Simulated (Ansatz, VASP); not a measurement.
## BP in VASP and in Ansatz

```
CELL_PARAMETERS angstrom
0.00000 2.08748 2.08748
2.08748 0.00000 2.08748
2.08748 2.08748 0.00000
ATOMIC_POSITIONS crystal
B 0.00000 0.00000 0.00000
P 0.75000 0.75000 0.75000
```

Change from the starting cell: strain -0.080 along x and y, -0.080 along z, atoms carried along.

Alike in both runs: task single point; functional r2SCAN; k mesh 10 × 10 × 10; occupations gaussian, width 0.05 eV; no spin polarisation.

|  | VASP | Ansatz |
| --- | --- | --- |
| version | VASP 6.6.1 | Ansatz 0.2.0 |
| potentials or method | VASP PAW PBE potentials, release 64 (B, P), cutoff 520 eV | scalar-relativistic, plane waves, PAW |
| valence electrons in the cell | 8 | 8 |

```tsv
	VASP	Ansatz	Ansatz less VASP
gap on the k mesh at the Fermi level (eV)	0.99	0.96	-0.033
least direct gap on the mesh (eV)	4.21	4.17	-0.042
pressure (GPa)	65.8	66.7	+0.92
```

VASP's potentials were made for PBE, not for r2SCAN. Both programs put the cell under a high pressure, so it lies far from rest at this level.

Noted on VASP's run: the cell as given lies far from equilibrium.
